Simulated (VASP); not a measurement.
A run of VASP 6.6.1 is set up as follows.

The input INCAR:

```
SYSTEM = Mg2CdSe3
ALGO = Normal
EDIFF = 1E-6
EDIFFG = -0.01
ENCUT = 600
GGA = PE
IBRION = 2
ISIF = 4
ISMEAR = 0
LASPH = .True.
LCHARG = .False.
LREAL = .False.
LWAVE = .False.
NELM = 80
NSW = 50
PREC = Accurate
SIGMA = 0.02
```

KPOINTS

```
k-points
0
Gamma
  6 6 4
  0 0 0
```

Contents of POSCAR:

```
Mg2CdSe3
1.0
    4.3334669091      0.0000000000      0.0000000000
   -2.1667334545      3.7528924297      0.0000000000
    0.0000000000      0.0000000000     10.5854658606
Mg Cd Se
2 1 3
Direct
    0.6666666667      0.3333333333      0.3352050000
    0.3333333333      0.6666666667      0.6620310000
    0.0000000000      0.0000000000      0.0022600000
    0.0000000000      0.0000000000      0.2576430000
    0.6666666667      0.3333333333      0.5832290000
    0.3333333333      0.6666666667      0.9096310000
```

Potentials or basis: VASP PAW PBE potentials, release 64 (Mg, Cd, Se).

Launch:

```bash
$ cat potpaw_PBE.64/Mg/POTCAR potpaw_PBE.64/Cd/POTCAR potpaw_PBE.64/Se/POTCAR > POTCAR
$ mpirun -np 1 vasp_std > vasp.out
```

(1) Estimate the band gap on the k mesh.

Answers

(1) 1.40 eV, direct.
